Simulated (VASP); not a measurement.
# Hf (I4/mmm) in VASP: notebook, part 2 of 2

VASP 6.6.1. The steps go on from the part before.

### Step 3. Single point, r2SCAN (strain -0.0150 x Voigt [0, 0, 1, 0, 0, 0])

Contents of POSCAR:

```
Hf
1.0
    0.0000000000      2.2200000000      2.1867000000
    2.2200000000      0.0000000000      2.1867000000
    2.2200000000      2.2200000000      0.0000000000
Hf
1
Direct
    0.0000000000      0.0000000000      0.0000000000
```

Contents of INCAR.step1:

```
ALGO = Normal
EDIFF = 1E-4
ENCUT = 520
GGA = PE
ISMEAR = 0
LASPH = T
LCHARG = F
LREAL = F
LWAVE = T
NBANDS = 11
NELM = 80
PREC = Accurate
SIGMA = 0.15
```

Contents of INCAR.step2:

```
ALGO = Normal
EDIFF = 1E-6
ENCUT = 520
ISIF = 2
ISMEAR = 0
ISTART = 1
LASPH = T
LCHARG = T
LELF = T
LMIXTAU = T
LREAL = F
LVHAR = T
LWAVE = F
METAGGA = R2SCAN
NBANDS = 11
NELM = 80
PREC = Accurate
SIGMA = 0.15
```

Contents of KPOINTS:

```
k-points
0
Gamma
  18 18 18
```

Potentials or basis: VASP PAW PBE potentials, release 64 (Hf_pv).

Started as:

```sh
$ cat potpaw_PBE.64/Hf_pv/POTCAR > POTCAR
$ cp INCAR.step1 INCAR
$ mpirun -np 1 vasp_std > vasp.out
$ cp INCAR.step2 INCAR
$ mpirun -np 1 vasp_std > vasp.out
```

OUTCAR:

```text
EDIFF = 1E-6
   ENCUT = 520
   ISIF = 2
   ISMEAR = 0
   ISTART = 1
   LASPH = T
   LREAL = F
   METAGGA = R2SCAN
   NELM = 80
   PREC = Accurate

 ion  position               nearest neighbor table
   1  0.000  0.000  0.000-

  LATTYP: Found a body centered tetragonal cell.
 ALAT       =     3.1395541085
 C/A-ratio  =     1.3930003589

  Lattice vectors:

 A1 = (   0.0000000000,  -2.2200000000,  -2.1867000000)
 A2 = (   0.0000000000,   2.2200000000,  -2.1867000000)
 A3 = (   2.2200000000,   0.0000000000,   2.1867000000)

Analysis of symmetry for initial positions (statically):
=====================================================================
 Subroutine PRICEL returns:
 Original cell was already a primitive cell.

 Routine SETGRP: Setting up the symmetry group for a
 body centered tetragonal supercell.

 Subroutine GETGRP returns: Found 16 space group operations
 (whereof 16 operations were pure point group operations)
 out of a pool of 16 trial point group operations.

The static configuration has the point symmetry D_4h.

Analysis of symmetry for dynamics (positions and initial velocities):
[... 167 lines left out ...]
      2     -26.1023      2.00000
      3     -26.1023      2.00000
      4      -2.8118      2.00000
      5       6.4334      0.00000
      6       6.4334      0.00000
      7       6.6100      0.00000
      8       9.4880      0.00000
      9       9.7493      0.00000
     10      16.8327      0.00000
     11      16.9935      0.00000
[... 309 lines left out ...]
 k-point    24 :      -0.2222    0.0556    0.0000
  band No.  band energies     occupation
      1     -26.5671      2.00000
      2     -26.1899      2.00000
      3     -26.1557      2.00000
      4      -0.8166      2.00000
      5       5.0127      0.17512
      6       6.8913      0.00000
      7       6.9281      0.00000
      8       8.9604      0.00000
      9      10.0251      0.00000
     10      16.9931      0.00000
     11      17.4345      0.00000

 [... further k-points ...]

------------------------ aborting loop because EDIFF is reached ----------------------------------------

  FORCE on cell =-STRESS in cart. coord.  units (eV):
  Direction    XX          YY          ZZ          XY          YZ          ZX
  --------------------------------------------------------------------------------------
  -------------------------------------------------------------------------------------
  Total        0.4899159      0.4899159      0.6083488      0.0000000      0.0000000      0.0000000
  in kB       36.4172346     36.4172346     45.2207806      0.0000000      0.0000000      0.0000000
  external PRESSURE =      39.3517499 kB  Pullay stress =       0.0000000 kB

 VOLUME and BASIS-vectors are now :
 -----------------------------------------------------------------------------
  energy-cutoff  :      520.00
  volume of cell :       21.55
      direct lattice vectors                 reciprocal lattice vectors
     0.000000000  2.220000000  2.186700000    -0.225225225  0.225225225  0.228655051
     2.220000000  0.000000000  2.186700000     0.225225225 -0.225225225  0.228655051
     2.220000000  2.220000000  0.000000000     0.225225225  0.225225225 -0.228655051

 POSITION                                       TOTAL-FORCE (eV/Angst)
 -----------------------------------------------------------------------------------
      0.00000      0.00000      0.00000         0.000000      0.000000     -0.000000
 -----------------------------------------------------------------------------------
    total drift:                               -0.000000     -0.000000      0.000000

  FREE ENERGIE OF THE ION-ELECTRON SYSTEM (eV)
  ---------------------------------------------------
  free  energy   TOTEN  =       -45.0630186843 eV

  energy  without entropy=      -45.0480772699  energy(sigma->0) =      -45.05554798
```

OUTCAR.step1:

```text
EDIFF = 1E-4
   ENCUT = 520
   GGA = PE
   ISMEAR = 0
   LASPH = T
[... 552 lines left out ...]

 POSITION                                       TOTAL-FORCE (eV/Angst)
 -----------------------------------------------------------------------------------
      0.00000      0.00000      0.00000         0.000000      0.000000      0.000000
 -----------------------------------------------------------------------------------
    total drift:                               -0.000000     -0.000000     -0.000000

  FREE ENERGIE OF THE ION-ELECTRON SYSTEM (eV)
  ---------------------------------------------------
  free  energy   TOTEN  =        -9.8484424806 eV

  energy  without entropy=       -9.8326274834  energy(sigma->0) =       -9.84053498
```

OSZICAR.step1:

```text
N       E                     dE             d eps       ncg     rms          rms(c)
DAV:   1     0.129575847204E+02    0.12958E+02   -0.57441E+03 10680   0.843E+02
DAV:   2    -0.972047048982E+01   -0.22678E+02   -0.22011E+02 13039   0.155E+02
DAV:   3    -0.101629142758E+02   -0.44244E+00   -0.43798E+00 13365   0.149E+01
DAV:   4    -0.101645466531E+02   -0.16324E-02   -0.16320E-02 12209   0.109E+00
DAV:   5    -0.101645553436E+02   -0.86905E-05   -0.86908E-05 13302   0.705E-02    0.468E+01
DAV:   6    -0.993074819620E+01    0.23381E+00   -0.19475E-01 11940   0.334E+00    0.278E+01
DAV:   7    -0.985216305486E+01    0.78585E-01   -0.30611E-01 12369   0.405E+00    0.131E+00
DAV:   8    -0.984840253260E+01    0.37605E-02   -0.23081E-02 11853   0.106E+00    0.778E-02
DAV:   9    -0.984844248061E+01   -0.39948E-04   -0.35067E-04 12445   0.151E-01
   1 F= -.98484425E+01 E0= -.98405350E+01  d E =-.158150E-01
```

Run time: 5.9 min. Hardware: 1 thread of AMD EPYC 7R13 (Zen 3), shared host; peak memory 0.21 GiB.

Results:

| Quantity | Value |
| --- | --- |
| Free energy | -45.0630 eV |
| Pressure | 3.9 GPa |
| Band gap on the k mesh | zero (bands 5 and 6 overlap by 2.28 eV) |

Caveat: the cell differs from its parent crystal (strain -0.0150 x Voigt [0, 0, 1, 0, 0, 0]); the cell stands under pressure; the PAW data sets were made with another functional, which shifts forces and pressure a little; spin-orbit coupling is left out, which moves the levels of the heavy elements.

### Step 4. Single point, r2SCAN (strain +0.0150 x Voigt [0, 0, 1, 0, 0, 0])

Contents of POSCAR:

```
Hf
1.0
    0.0000000000      2.2200000000      2.2533000000
    2.2200000000      0.0000000000      2.2533000000
    2.2200000000      2.2200000000      0.0000000000
Hf
1
Direct
    0.0000000000      0.0000000000      0.0000000000
```

Contents of INCAR.step1:

```
SYSTEM = Hf
PREC = Accurate ; ENCUT = 520
ISMEAR = 0 ; SIGMA = 0.15
LREAL = .FALSE. ; LASPH = .TRUE.
NELM = 60 ; NBANDS = 11
GGA = PE ; ALGO = Normal
EDIFF = 1E-4 ; LWAVE = .TRUE.
LCHARG = .FALSE.
```

Contents of INCAR.step2:

```
SYSTEM = Hf
PREC = Accurate ; ENCUT = 520
EDIFF = 1E-6 ; ISMEAR = 0
SIGMA = 0.15 ; LREAL = .FALSE.
LASPH = .TRUE. ; NELM = 60
ALGO = Normal ; ISIF = 2
LWAVE = .FALSE. ; LCHARG = .FALSE.
METAGGA = R2SCAN ; LMIXTAU = .TRUE.
NBANDS = 11 ; ISTART = 1
```

Contents of KPOINTS:

```
regular mesh
0
G
  18 18 18
  0 0 0
```

Started as:

```sh
$ cat potpaw_PBE.64/Hf_pv/POTCAR > POTCAR
$ cp INCAR.step1 INCAR
$ mpirun -np 1 vasp_std > vasp.out
$ cp INCAR.step2 INCAR
$ mpirun -np 1 vasp_std > vasp.out
```

Run time: 5.6 min. Hardware: 1 thread of AMD EPYC 7R13 (Zen 3), shared host; peak memory 0.21 GiB.

Results (log left out):

| Property | Result |
| --- | --- |
| Free energy | -45.0723 eV |
| Pressure | 0.6 GPa |
| Band gap on the k mesh | zero (bands 5 and 6 overlap by 2.19 eV) |

Stress tensor (GPa, compression positive):
```
0.90 0.00 0.00
0.00 0.90 0.00
0.00 0.00 0.01
```

Levels at points of the mesh, in eV from the Fermi level:
| k point | band 1 | band 2 | band 3 | band 4 | band 5 | band 6 | band 7 | band 8 | band 9 | band 10 |
| --- | --- | --- | --- | --- | --- | --- | --- | --- | --- | --- |
| (0.00, 0.00, 0.00) | -31.09 | -31.09 | -31.09 | -7.58 | 1.49 | 1.67 | 1.67 | 4.50 | 4.75 | 11.87 |
| (0.50, 0.00, 0.00) | -31.95 | -31.21 | -31.19 | -3.75 | 0.40 | 1.31 | 1.51 | 6.68 | 6.79 | 10.10 |
| (0.50, 0.50, 0.00) | -31.89 | -31.38 | -31.38 | -3.37 | -2.16 | 2.31 | 6.83 | 7.32 | 7.32 | 10.57 |
| (0.50, 0.00, 0.50) | -31.90 | -31.41 | -31.39 | -3.34 | -2.21 | 2.57 | 6.80 | 7.23 | 7.42 | 10.27 |

Caveat: the cell differs from its parent crystal (strain +0.0150 x Voigt [0, 0, 1, 0, 0, 0]); the PAW data sets were made with another functional, which shifts forces and pressure a little; spin-orbit coupling is left out, which moves the levels of the heavy elements.

### Step 5. The runs side by side

| cell | gap on the mesh (eV) | pressure (GPa) |
| --- | --- | --- |
| a = 3.093, b = 3.093, c = 3.140 Å, angles 59.5, 59.5, 61.0°, 1 atom | none | 5.7 |
| a = 3.116, b = 3.116, c = 3.140 Å, angles 59.8, 59.8, 60.5°, 1 atom | none | 3.9 |
| a = 3.163, b = 3.163, c = 3.140 Å, angles 60.2, 60.2, 59.5°, 1 atom | none | 0.6 |

Alike in all rows: task single point; level r2SCAN; potentials or basis VASP PAW PBE potentials, release 64 (Hf_pv); no spin polarisation; k mesh 18 × 18 × 18; cutoff (eV) 520; smearing gaussian 0.15 eV.

Caveats: the PAW data sets were made with another functional, which shifts forces and pressure a little; spin-orbit coupling is left out, which moves the levels of the heavy elements; the cell stands under pressure (at least some runs).

Total energies depend on the potentials used, so only differences within one code and one set of settings carry meaning.
